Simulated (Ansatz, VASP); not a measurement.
**Two plane-wave programs on Zn2SiN**

Contents of INCAR:

```
SYSTEM = Zn2SiN
PREC = Accurate
ENCUT = 600
EDIFF = 1E-6
ISMEAR = 0
SIGMA = 0.1
LREAL = .False.
LASPH = .True.
NELM = 200
ALGO = Normal
ISIF = 2
LWAVE = .False.
LCHARG = .False.
ISPIN = 2
MAGMOM = 0 0 0 1
LORBIT = 11
GGA = PE
NBANDS = 28
GGA_COMPAT = .False.
```

File KPOINTS:

```
Automatic mesh
0
Gamma
  6 6 2
  0 0 0
```

POSCAR

```
Zn2SiN
1.0
    2.7894953147      0.0000000000      0.0000000000
   -1.3947476574      2.4157738063      0.0000000000
    0.0000000000      0.0000000000      8.6626601832
Zn Si N
2 1 1
Direct
    0.0000000000      0.0000000000      0.2832211333
    0.0000000000      0.0000000000      0.7167788667
    0.0000000000      0.0000000000      0.0000000000
    0.0000000000      0.0000000000      0.5000000000
```

Input for Ansatz:

```yaml
crystal:
  lattice:
    - [2.7894953147, 0.0, 0.0]
    - [-1.3947476574, 2.4157738063, 0.0]
    - [0.0, 0.0, 8.6626601832]
  atoms:
    - { symbol: Zn, position: [0.0, 0.0, 0.2832211333] }
    - { symbol: Zn, position: [0.0, 0.0, 0.7167788667] }
    - { symbol: Si, position: [0.0, 0.0, 0.0] }
    - { symbol: "N", position: [0.0, 0.0, 0.5], spin: 1.0 }
basis:
  ecutwfc: 420
kpoints:
  mp_grid: { grid: [6, 6, 2] }
hamiltonian:
  xc: pbe
scf:
  occupations: { method: gaussian, width: 0.1 }
  lower_state_search: "off"
output:
  forces: true
  stress: true
  eigenvalues: true
  populations: true
magnetization:
  spin_polarized: true
```

Alike in both runs: task single point; functional PBE; k mesh 6 × 6 × 2; occupations gaussian, width 0.1 eV; collinear spin.

```csv
,VASP,Ansatz
version,VASP 6.6.1,Ansatz 0.2.0
potentials or method,"VASP PAW PBE potentials, release 64 (Zn, Si, N), cutoff 600 eV","scalar-relativistic, plane waves, PAW"
valence electrons in the cell,33,33
```

Ansatz gave:

| Quantity | Value |
| --- | --- |
| gap on the k mesh at the Fermi level (eV) | none |
| pressure (GPa) | 2.0 |
| traceless stress, the component that is largest in VASP (GPa) | -3.94 |
| rms of the force components (eV/Å) | 0.069 |
| net moment per atom (μB) | 0.32 |
| size of the moment on the site where the two differ most (μB) | 0.95 |

Q: Estimate VASP's values.

A: gap on the k mesh at the Fermi level (eV): none; pressure (GPa): 0.6; traceless stress, the component that is largest in VASP (GPa): -2.66; rms of the force components (eV/Å): 0.051; net moment per atom (μB): 0.11; size of the moment on the site where the two differ most (μB): 0.33.

The net moments are unlike, so the other rows may belong to different states. Site moments also hang on the region over which each program counts them. Atom by atom the forces differ by 0.019 eV/Å (rms over components). A gap of «none» marks a metal or a gap that the smearing closes.

The k mesh is coarse, so the values compare programs but aren't converged.
